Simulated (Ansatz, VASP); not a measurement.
CuO in VASP and in Ansatz

```
Cu O
1.0
     2.83633    0.00000    0.00000
    -1.41816    2.45633    0.00000
     0.00000    0.00000    2.76811
Cu O
1 1
Cartesian
  0.0000 0.0000 0.0000
  1.4182 0.8188 1.3841
```

Alike in both runs: task single point; functional LDA; k mesh 8 × 8 × 7; occupations gaussian, width 0.05 eV; collinear spin; Hubbard terms Cu d U = 6.0 eV.

|  | VASP | Ansatz |
| --- | --- | --- |
| version | VASP 6.6.1 | Ansatz 0.2.0 |
| potentials or method | VASP PAW LDA potentials, release 64 (Cu, O), cutoff 520 eV | scalar-relativistic, plane waves, PAW |
| valence electrons in the cell | 17 | 25 |

|  | VASP | Ansatz | Ansatz less VASP |
| --- | --- | --- | --- |
| gap on the k mesh at the Fermi level (eV) | none | none | - |
| pressure (GPa) | -18.1 | -10.1 | +8.04 |
| traceless stress, the component that is largest in VASP (GPa) | -8.80 | -6.00 | +2.804 |
| net moment per atom (μB) | 0.50 | 0.50 | 0.000 |
| size of the moment on the site where the two differ most (μB) | 0.50 | 0.61 | +0.103 |

LDA's correlation is that of Perdew and Zunger in VASP and of Perdew and Wang (1992) in Ansatz. Site moments also hang on the region over which each program counts them. The programs project onto different local orbitals, so the same U acts differently, and such runs can settle in different states. A gap of «none» marks a metal or a gap that the smearing closes. VASP's potentials hold 17 valence electrons a cell and Ansatz's 25, so a difference there can come from the potentials and not from the codes. Ansatz's warnings: filled band counts differ across k points, specified occupation not kept, symmetry narrowed by occupation matrices.
